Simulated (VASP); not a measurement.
A run of VASP 6.6.1 is set up as follows.

Contents of INCAR:

```
SYSTEM = Fe4Si
ALGO = Normal
EDIFF = 1E-7
ENCUT = 520
GGA = PS
ISIF = 2
ISMEAR = -1
ISPIN = 2
LASPH = .TRUE.
LCHARG = .TRUE.
LELF = .TRUE.
LMAXMIX = 4
LORBIT = 11
LREAL = .FALSE.
LVHAR = .TRUE.
LWAVE = .FALSE.
MAGMOM = 0 0 0 0 0
NBANDS = 30
NELM = 150
NUPDOWN = 0.0
PREC = Accurate
SIGMA = 0.05
```

File KPOINTS:

```
k-points
0
G
  9 9 9
  0 0 0
```

POSCAR

```
Fe4Si
1.0
    0.0000000000      2.0276100000      9.4663410000
    1.5219040000      0.0000000000      9.4663410000
    1.5219040000      2.0276100000      0.0000000000
Fe Si
4 1
Direct
    0.5940690000      0.5940690000      0.4059310000
    0.1979710000      0.1979710000      0.8020290000
    0.8020290000      0.8020290000      0.1979710000
    0.4059310000      0.4059310000      0.5940690000
    0.0000000000      0.0000000000      0.0000000000
```

Potentials or basis: VASP PAW PBE potentials, release 64 (Fe, Si).

Command:

```sh
$ cat potpaw_PBE.64/Fe/POTCAR potpaw_PBE.64/Si/POTCAR > POTCAR
$ mpirun -np 1 vasp_std > vasp.out
```

Q: What does it give for the largest force?

A: 0.692 eV/Å.

Q: Predict the pressure.

A: -24.1 GPa.

Stress tensor (GPa, compression positive):
```
-14.24   0.00   0.00
  0.00 -28.61   0.00
  0.00   0.00 -29.45
```

Caveat: the stress differs along the axes, from -29 to -14 GPa; the PAW data sets were made with another functional, which shifts forces and pressure a little; the total moment is fixed, so each spin has its own Fermi level.
